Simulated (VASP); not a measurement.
# Ta (Fd-3m) in VASP: further runs

Runs on Ta. Level: PBEsol. Tasks: single point, relaxation of cell and atoms.

Program: VASP 6.6.1. These are calculated values, not measurements. Logs are shortened: lines on timing, memory, paths and dates and some standing lists are left out, and cuts for length are marked.

## (1) The cell of the first run

The structure is cubic, space group Fd-3m (No. 227). The conventional cell has a = 6.084 Å, b = 6.084 Å, c = 6.084 Å, α = 90.00°, β = 90.00°, γ = 90.00°. Ta (site symmetry -43m) has 4 Ta at 2.63 Å within 3.5 Å.

## (2) Single point, PBEsol (volume scaled by 1.04)

INCAR reads:

```
SYSTEM = Ta
  PREC = Accurate
  ENCUT = 520
  EDIFF = 1E-6
  ISMEAR = -1
  SIGMA = 0.1
  LREAL = .False.
  LASPH = .True.
  NELM = 100
  ALGO = Normal
  ISIF = 2
  LWAVE = .False.
  LCHARG = .True.
  GGA = PS
  LELF = .True.
  LVHAR = .True.
  NBANDS = 18
```

KPOINTS reads:

```
Automatic mesh
0
Gamma
  10 10 10
  0 0 0
```

POSCAR reads:

```
Ta
1.0
    0.0000000000      3.0418440178      3.0418440178
    3.0418440178      0.0000000000      3.0418440178
    3.0418440178      3.0418440178      0.0000000000
Ta
2
Direct
    0.1250000000      0.1250000000      0.1250000000
    0.8750000000      0.8750000000      0.8750000000
```

Potentials or basis: VASP PAW PBE potentials, release 64 (Ta_pv).

Run with:

```
$ cat potpaw_PBE.64/Ta_pv/POTCAR > POTCAR
$ mpirun -np 1 vasp_std > vasp.out
```

OUTCAR:

```text
SYSTEM = Ta
   PREC = Accurate
   ENCUT = 520
   EDIFF = 1E-6
   ISMEAR = -1
   LREAL = .False.
   LASPH = .True.
   NELM = 100
   ISIF = 2
   GGA = PS

 ion  position               nearest neighbor table
   1  0.125  0.125  0.125-   2 2.63   2 2.63   2 2.63   2 2.63
   2  0.875  0.875  0.875-   1 2.63   1 2.63   1 2.63   1 2.63

  LATTYP: Found a face centered cubic cell.
 ALAT       =     6.0836880356

  Lattice vectors:

 A1 = (   0.0000000000,   3.0418440178,   3.0418440178)
 A2 = (   3.0418440178,   0.0000000000,   3.0418440178)
 A3 = (   3.0418440178,   3.0418440178,   0.0000000000)

Analysis of symmetry for initial positions (statically):
=====================================================================
 Subroutine PRICEL returns:
 Original cell was already a primitive cell.

 Routine SETGRP: Setting up the symmetry group for a
 face centered cubic supercell.

 Subroutine GETGRP returns: Found 48 space group operations
 (whereof 12 operations were pure point group operations)
 out of a pool of 48 trial point group operations.

The static configuration has the point symmetry D_3d.
 The point group associated with its full space group is O_h .

Analysis of symmetry for dynamics (positions and initial velocities):
=====================================================================
 Subroutine PRICEL returns:
 Original cell was already a primitive cell.

 Routine SETGRP: Setting up the symmetry group for a
 face centered cubic supercell.

 Subroutine GETGRP returns: Found 48 space group operations
 (whereof 12 operations were pure point group operations)
 out of a pool of 48 trial point group operations.

The dynamic configuration has the point symmetry D_3d.
 The point group associated with its full space group is O_h .

 Subroutine INISYM returns: Found 48 space group operations
 (whereof 12 operations are pure point group operations),
 and found     1 'primitive' translations

----------------------------------------------------------------------------------------

                                     Primitive cell

  volume of cell :      56.2912

  direct lattice vectors                    reciprocal lattice vectors
     0.000000000  3.041844018  3.041844018    -0.164373977  0.164373977  0.164373977
     3.041844018  0.000000000  3.041844018     0.164373977 -0.164373977  0.164373977
     3.041844018  3.041844018  0.000000000     0.164373977  0.164373977 -0.164373977

  length of vectors
[... 75 lines left out ...]
   ICHARG =      2    charge: 1-file 2-atom 10-const
   ISPIN  =      1    spin polarized calculation?
   LNONCOLLINEAR =      F non collinear calculations
   LSORBIT =      F    spin-orbit coupling
   LASPH  =      T    aspherical Exc in radial PAW
   ENCUT  =  520.0 eV  38.22 Ry    6.18 a.u.   8.00  8.00  8.00*2*pi/ulx,y,z
   NELM   =    100;   NELMIN=  2; NELMDL= -5     # of ELM steps
   EDIFF  = 0.1E-05   stopping-criterion for ELM
   LREAL  =      F    real-space projection
   EDIFFG = 0.1E-04   stopping-criterion for IOM
   NSW    =      0    number of steps for IOM
   IBRION =     -1    ionic relax: 0-MD 1-quasi-New 2-CG
   NFREE  =      0    steps in history (QN), initial steepest desc. (CG)
   ISIF   =      2    stress and relaxation
   ISYM   =      2    0-nonsym 1-usesym 2-fastsym
   POTIM  = 0.5000    time-step for ionic-motion
   TEBEG  =    0.0;   TEEND  =   0.0 temperature during run
   PSTRESS=    0.0 pullay stress
   NELECT =      22.0000    total number of electrons
   NUPDOWN=      -1.0000    fix difference up-down
   EMIN   =  10.00;   EMAX   =-10.00  energy-range for DOS
   EFERMI =   0.00;   METHOD = LEGACY
   ISMEAR =    -1;   SIGMA  =   0.10  broadening in eV -4-tet -1-fermi 0-gaus
   EFERMI_NEDOS =   21; number of points for ismear=-14 and -15
   IALGO  =     38    algorithm
   IMIX   =      4    mixing-type and parameters
     AMIX     =   0.40;   BMIX     =  1.00
     AMIX_MAG =   1.60;   BMIX_MAG =  1.00
  volume/ion in A,a.u.               =      28.15       189.94
  Fermi-wavevector in a.u.,A,eV,Ry     =   1.196930  2.261870 19.492273  1.432642
  Thomas-Fermi vector in A             =   2.332858
   LORBIT       =      0    0 simple, 1 ext, 2 COOP (PROOUT), +10 PAW based schemes
   GGA     = PS    functional components
   LHFCALC =     F    Hartree Fock is set to
   AEXX    =    0.0000 exact exchange contribution
   IVDW    =     0    specifies the selected vdW correction
   LEPSILON=     F    determine dielectric tensor
   LRPA    =     F    only Hartree local field effects (RPA)
 non-spin polarized calculation
  energy-cutoff  :      520.00
  volume of cell :       56.29
 maximum number of plane-waves:      1528
   NGX = 15   NGY = 15   NGZ = 15

 number of electron      22.0000001 magnetization

 Free energy of the ion-electron system (eV)
  ---------------------------------------------------
  ext. energy  EPLUGINS =         0.00000000
  ---------------------------------------------------
  free energy    TOTEN  =       -19.08548241 eV

  energy without entropy =      -18.95556291  energy(sigma->0) =      -19.02052266

 E-fermi :   1.8967     XC(G=0): -10.1880

 val. band max:        1.8901822584   @ k =  -0.4000   0.2000   0.1000
 cond. band min:       1.8983223450   @ k =   0.1000   0.1000   0.0000
 fundamental gap:      0.0081400866
 Fermi energy:         1.8966533176

 k-point     1 :       0.0000    0.0000    0.0000
  band No.  band energies     occupation
      1     -32.2193      2.00000
      2     -32.2193      2.00000
      3     -32.2193      2.00000
      4     -31.4002      2.00000
      5     -31.4002      2.00000
      6     -31.4002      2.00000
[... 481 lines left out ...]
      5     -31.2456      2.00000
      6     -31.2395      2.00000
[... 10 lines left out ...]
     17       7.7729      0.00000
     18       8.4277      0.00000

 [... further k-points ...]
[... 5 lines left out ...]
  --------------------------------------------------------------------------------------
  -------------------------------------------------------------------------------------
  Total       -0.9364587     -0.9364587     -0.9364587      0.0000000      0.0000000      0.0000000
  in kB      -26.6537559    -26.6537559    -26.6537559      0.0000000      0.0000000      0.0000000
  external PRESSURE =     -26.6537559 kB  Pullay stress =       0.0000000 kB

 VOLUME and BASIS-vectors are now :
 -----------------------------------------------------------------------------
  energy-cutoff  :      520.00
  volume of cell :       56.29
      direct lattice vectors                 reciprocal lattice vectors
     0.000000000  3.041844018  3.041844018    -0.164373977  0.164373977  0.164373977
     3.041844018  0.000000000  3.041844018     0.164373977 -0.164373977  0.164373977
     3.041844018  3.041844018  0.000000000     0.164373977  0.164373977 -0.164373977

 POSITION                                       TOTAL-FORCE (eV/Angst)
 -----------------------------------------------------------------------------------
      0.76046      0.76046      0.76046        -0.000000      0.000000     -0.000000
      5.32323      5.32323      5.32323         0.000000     -0.000000      0.000000
 -----------------------------------------------------------------------------------
    total drift:                                0.000000      0.000000     -0.000000

  FREE ENERGIE OF THE ION-ELECTRON SYSTEM (eV)
  ---------------------------------------------------
  free  energy   TOTEN  =       -19.0854824083 eV

  energy  without entropy=      -18.9555629083  energy(sigma->0) =      -19.02052266
```

OSZICAR:

```text
N       E                     dE             d eps       ncg     rms          rms(c)
DAV:   1     0.168450041720E+03    0.16845E+03   -0.12419E+04  1692   0.117E+03
DAV:   2    -0.150267590421E+02   -0.18348E+03   -0.18055E+03  2120   0.329E+02
DAV:   3    -0.194102418766E+02   -0.43835E+01   -0.42525E+01  2048   0.477E+01
DAV:   4    -0.194661506332E+02   -0.55909E-01   -0.55705E-01  2104   0.547E+00
DAV:   5    -0.194666861180E+02   -0.53548E-03   -0.53531E-03  2064   0.520E-01    0.125E+01
DAV:   6    -0.191623575117E+02    0.30433E+00   -0.51413E-01  2176   0.492E+00    0.643E+00
DAV:   7    -0.190909073271E+02    0.71450E-01   -0.19004E-01  2170   0.337E+00    0.109E+00
DAV:   8    -0.190854214700E+02    0.54859E-02   -0.15630E-02  1848   0.719E-01    0.947E-02
DAV:   9    -0.190854752763E+02   -0.53806E-04   -0.30366E-04  1940   0.120E-01    0.490E-02
DAV:  10    -0.190854829623E+02   -0.76861E-05   -0.18323E-05  2108   0.365E-02    0.556E-03
DAV:  11    -0.190854824083E+02    0.55405E-06   -0.90052E-07  1220   0.611E-03
   1 F= -.19085482E+02 E0= -.19020523E+02  d E =-.129919E+00
```

It took 51 s on 1 thread of Intel Xeon 8259CL, shared host; peak memory 0.19 GiB.

What came out:

- Free energy: -19.0855 eV
- Pressure: -2.7 GPa
- Band gap on the k mesh: zero (band 11 reaches 2.34 eV, above the bottom of band 12 at 1.54 eV)

Levels at points of the mesh, in eV from the Fermi level:
```
           k point  band 9  band 10  band 11  band 12  band 13  band 14
(0.00, 0.00, 0.00)   -0.99    -0.30    -0.30    -0.30     2.02     2.02
(0.50, 0.00, 0.00)   -0.87    -0.87    -0.36    -0.36    -0.14     3.17
(0.50, 0.50, 0.00)   -1.06    -1.06    -0.25    -0.25     1.80     1.80
```

Caveat: the cell differs from its parent crystal (volume scaled by 1.04); the PAW data sets were made with another functional, which shifts forces and pressure a little; spin-orbit coupling is left out, which moves the levels of the heavy elements.

## (3) Single point, PBEsol (volume scaled by 1.08)

INCAR reads:

```
SYSTEM = Ta
ALGO     = Normal         ! electronic algorithm
EDIFF    = 1E-6           ! SCF threshold, eV
ENCUT    = 520            ! plane-wave cutoff, eV
GGA      = PS             ! functional
ISIF     = 2              ! what is computed and relaxed
ISMEAR   = -1             ! smearing method
LASPH    = .TRUE.         ! aspherical terms in the spheres
LCHARG   = .FALSE.        ! write CHGCAR
LREAL    = .FALSE.        ! projectors in reciprocal space
LWAVE    = .FALSE.        ! write WAVECAR
NBANDS   = 18             ! bands
NELM     = 100            ! most SCF steps
PREC     = Accurate       ! precision mode
SIGMA    = 0.1            ! smearing width, eV
```

KPOINTS reads:

```
k-points
0
G
  10 10 10
  0 0 0
```

POSCAR reads:

```
Ta
1.0
    0.0000000000      3.0803524605      3.0803524605
    3.0803524605      0.0000000000      3.0803524605
    3.0803524605      3.0803524605      0.0000000000
Ta
2
Direct
    0.1250000000      0.1250000000      0.1250000000
    0.8750000000      0.8750000000      0.8750000000
```

Potentials or basis: VASP PAW PBE potentials, release 64 (Ta_pv).

Run with:

```
$ cat potpaw_PBE.64/Ta_pv/POTCAR > POTCAR
$ mpirun -np 1 vasp_std > vasp.out
```

Wall time 46 s (1 thread of Intel Xeon 8259CL, shared host); peak memory 0.19 GiB.

The run converged. Its results:

```yaml
Free_energy: -19.0336 eV
Pressure: -5.0 GPa
Band_gap_on_the_k_mesh: zero (band 11 reaches 2.13 eV, above the bottom of band 12 at 1.35 eV)
```

Levels at points of the mesh, in eV from the Fermi level:
| k point | band 7 | band 8 | band 9 | band 10 | band 11 | band 12 | band 13 | band 14 | band 15 | band 16 |
| --- | --- | --- | --- | --- | --- | --- | --- | --- | --- | --- |
| (0.00, 0.00, 0.00) | -5.52 | -0.91 | -0.91 | -0.29 | -0.29 | -0.29 | 1.95 | 1.95 | 1.95 | 5.59 |
| (0.50, 0.00, 0.00) | -3.18 | -1.10 | -0.79 | -0.79 | -0.34 | -0.34 | -0.22 | 3.04 | 3.04 | 4.60 |
| (0.50, 0.50, 0.00) | -1.84 | -1.84 | -1.14 | -1.14 | -0.23 | -0.23 | 1.77 | 1.77 | 4.13 | 4.13 |

Caveat: the cell differs from its parent crystal (volume scaled by 1.08); the PAW data sets were made with another functional, which shifts forces and pressure a little; spin-orbit coupling is left out, which moves the levels of the heavy elements.

## (4) Single point, PBEsol (volume scaled by 1.12)

INCAR reads:

```
ALGO     = Normal         # electronic algorithm
EDIFF    = 1E-7           # SCF threshold, eV
ENCUT    = 520            # plane-wave cutoff, eV
GGA      = PS             # functional
ISIF     = 2              # what is computed and relaxed
ISMEAR   = -1             # smearing method
LASPH    = T              # aspherical terms in the spheres
LCHARG   = F              # write CHGCAR
LREAL    = F              # projectors in reciprocal space
LWAVE    = F              # write WAVECAR
NBANDS   = 18             # bands
NELM     = 100            # most SCF steps
PREC     = Accurate       # precision mode
SIGMA    = 0.1            # smearing width, eV
```

KPOINTS reads:

```
k-points
0
Gamma
  10 10 10
```

POSCAR reads:

```
Ta
1.0
    0.0000000000      3.1179214370      3.1179214370
    3.1179214370      0.0000000000      3.1179214370
    3.1179214370      3.1179214370      0.0000000000
Ta
2
Direct
    0.1250000000      0.1250000000      0.1250000000
    0.8750000000      0.8750000000      0.8750000000
```

Run with:

```
$ cat potpaw_PBE.64/Ta_pv/POTCAR > POTCAR
$ mpirun -np 1 vasp_std > vasp.out
```

It took 91 s on 1 thread of Intel Xeon 8259CL, shared host; peak memory 0.22 GiB.

Results (log left out):

| Item | Value |
| --- | --- |
| Free energy | -18.9525 eV |
| Pressure | -7.0 GPa |
| Band gap on the k mesh | zero (band 11 reaches 1.93 eV, above the bottom of band 12 at 1.18 eV) |

Levels at points of the mesh, in eV from the Fermi level:
```
           k point  band 9  band 10  band 11  band 12  band 13  band 14
(0.00, 0.00, 0.00)   -0.83    -0.29    -0.29    -0.29     1.88     1.88
(0.50, 0.00, 0.00)   -0.72    -0.72    -0.32    -0.32    -0.29     2.92
(0.50, 0.50, 0.00)   -1.21    -1.21    -0.21    -0.21     1.74     1.74
```

Caveat: the cell differs from its parent crystal (volume scaled by 1.12); the PAW data sets were made with another functional, which shifts forces and pressure a little; spin-orbit coupling is left out, which moves the levels of the heavy elements.

## (5) Relaxation of cell and atoms, PBEsol

This run uses another cell than the first one, of 24.39 Å³/atom, 0.866 times its volume.

INCAR reads:

```
SYSTEM = Ta
ALGO = Normal
EDIFF = 1E-6
EDIFFG = -0.01
ENCUT = 600
GGA = PS
IBRION = 2
ISIF = 3
ISMEAR = -1
LASPH = .TRUE.
LCHARG = .FALSE.
LREAL = .FALSE.
LWAVE = .FALSE.
NELM = 100
NSW = 80
PREC = Accurate
SIGMA = 0.1
```

KPOINTS reads:

```
k-points
0
G
  9 9 9
  0 0 0
```

POSCAR reads:

```
Ta
1.0
    0.0000000000      2.8998653517      2.8998653517
    2.8998653517      0.0000000000      2.8998653517
    2.8998653517      2.8998653517      0.0000000000
Ta
2
Direct
    0.1250000000      0.1250000000      0.1250000000
    0.8750000000      0.8750000000      0.8750000000
```

Potentials or basis: VASP PAW PBE potentials, release 64 (Ta_pv).

Run with:

```
$ cat potpaw_PBE.64/Ta_pv/POTCAR > POTCAR
$ mpirun -np 1 vasp_std > vasp.out
```

OUTCAR:

```text
SYSTEM = Ta
   EDIFF = 1E-6
   EDIFFG = -0.01
   ENCUT = 600
   GGA = PS
   IBRION = 2
   ISIF = 3
   ISMEAR = -1
   LASPH = .TRUE.
   LREAL = .FALSE.
   NELM = 100
   NSW = 80
   PREC = Accurate

 ion  position               nearest neighbor table
   1  0.125  0.125  0.125-   2 2.51   2 2.51   2 2.51   2 2.51
   2  0.875  0.875  0.875-   1 2.51   1 2.51   1 2.51   1 2.51

  LATTYP: Found a face centered cubic cell.
 ALAT       =     5.7997307034

  Lattice vectors:

 A1 = (   0.0000000000,   2.8998653517,   2.8998653517)
 A2 = (   2.8998653517,   0.0000000000,   2.8998653517)
 A3 = (   2.8998653517,   2.8998653517,   0.0000000000)

Analysis of symmetry for initial positions (statically):
=====================================================================
 Subroutine PRICEL returns:
 Original cell was already a primitive cell.

 Routine SETGRP: Setting up the symmetry group for a
 face centered cubic supercell.

[... 227 lines left out ...]
     12       1.2692      1.89946
     13       3.4690      0.00000
     14       3.4690      0.00000
[... 594 lines left out ...]
--------------------------------------- Ionic step        7  -------------------------------------------

 number of electron      22.0000002 magnetization

 Free energy of the ion-electron system (eV)
  ---------------------------------------------------
  ext. energy  EPLUGINS =         0.00000000
  ---------------------------------------------------
  free energy    TOTEN  =       -19.10206255 eV

  energy without entropy =      -18.97324022  energy(sigma->0) =      -19.03765138

 E-fermi :   2.1125     XC(G=0): -10.3544

 val. band max:        2.1011404864   @ k =  -0.4444   0.3333   0.1111
 cond. band min:       2.1197976873   @ k =   0.4444   0.3333   0.1111
 fundamental gap:      0.0186572009
 Fermi energy:         2.1124556621

 k-point     1 :       0.0000    0.0000    0.0000
  band No.  band energies     occupation
      1     -31.9958      2.00000
      2     -31.9958      2.00000
      3     -31.9958      2.00000
      4     -31.0893      2.00000
      5     -31.0893      2.00000
      6     -31.0893      2.00000
      7      -3.6166      2.00000
      8       1.0265      1.99996
      9       1.0265      1.99996
     10       1.8120      1.90553
     11       1.8120      1.90552
     12       1.8120      1.90552
     13       4.2005      0.00000
     14       4.2005      0.00000
[... 444 lines left out ...]
  FREE ENERGIE OF THE ION-ELECTRON SYSTEM (eV)
  ---------------------------------------------------
  free  energy   TOTEN  =       -19.1020625509 eV

  energy  without entropy=      -18.9732402173  energy(sigma->0) =      -19.03765138

 reached required accuracy - stopping structural energy minimisation
```

CONTCAR:

```text
Ta
   1.00000000000000
    -0.0000000000000000    3.0040252291240015    3.0040252291240015
     3.0040252291240015   -0.0000000000000000    3.0040252291240015
     3.0040252291240015    3.0040252291240015   -0.0000000000000000
  Ta
     2
Direct
     0.1250000000000000    0.1250000000000000    0.1250000000000000
     0.8750000000000000    0.8750000000000000    0.8750000000000000

  0.00000000E+00  0.00000000E+00  0.00000000E+00
  0.00000000E+00  0.00000000E+00  0.00000000E+00
```

It took 3.1 min on 1 thread of Intel Xeon 8259CL, shared host; peak memory 0.21 GiB.

What came out:

| Quantity | Value |
| --- | --- |
| Free energy | -19.1021 eV |
| Relaxed volume | 27.11 Å³/atom |
| Relaxed cell | a = 4.248 Å, b = 4.248 Å, c = 4.248 Å, α = 60.00°, β = 60.00°, γ = 60.00° |
| Space group after relaxing (to 0.05 Å) | Fd-3m (No. 227) |
| Energy gained by relaxing | 76.2 meV/atom |
| Ionic steps | 7 |
| Pressure after relaxing | 0.1 GPa |
| Band gap on the k mesh | zero (band 11 reaches 2.44 eV, above the bottom of band 12 at 1.80 eV) |

The path:
```
step  energy change (eV)  largest force (eV/Å)  pressure (GPa)  volume (Å³)
   1              0.0000                0.0000            9.61        48.77
   2             -0.0342                0.0000           -6.32        59.84
   3             -0.1523                0.0000           -0.10        54.33
   4             -0.1523                0.0000            0.06        54.22
   5             -0.1523                0.0000            0.07        54.22
   6             -0.1523                0.0000            0.07        54.22
   7             -0.1523                0.0000            0.06        54.22
```

Final structure:
```
Ta
1.0
     0.00000    3.00403    3.00403
     3.00403    0.00000    3.00403
     3.00403    3.00403    0.00000
Ta
2
Direct
  0.12500 0.12500 0.12500
  0.87500 0.87500 0.87500
```

Caveat: the PAW data sets were made with another functional, which shifts forces and pressure a little; spin-orbit coupling is left out, which moves the levels of the heavy elements.

(Continued in part 2 of 2.)
